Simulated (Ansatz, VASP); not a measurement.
**InAs: VASP beside Ansatz**

```
CELL_PARAMETERS angstrom
0.00000 3.01800 3.01800
3.01800 0.00000 3.01800
3.01800 3.01800 0.00000
ATOMIC_POSITIONS crystal
In 0.00000 0.00000 0.00000
As 0.75000 0.75000 0.75000
```

Alike in both runs: task single point; functional PBE; k mesh 8 × 8 × 8; occupations gaussian, width 0.016 eV; no spin polarisation.

|  | VASP | Ansatz |
| --- | --- | --- |
| version | VASP 6.6.1 | Ansatz 0.2.0 |
| potentials or method | VASP PAW PBE potentials, release 64 (In_d, As) | Ansatz PAW |
| plane-wave cutoff (eV) | 520 | 420 |
| valence electrons in the cell | 18 | 28 |

```csv
,VASP,Ansatz,Ansatz less VASP
gap on the k mesh at the Fermi level (eV),none,none,-
pressure (GPa),4.4,4.3,-0.06
```

A gap of «none» marks a metal or a gap that the smearing closes. VASP's potentials hold 18 valence electrons a cell and Ansatz's 28, so a difference there can come from the potentials and not from the codes.
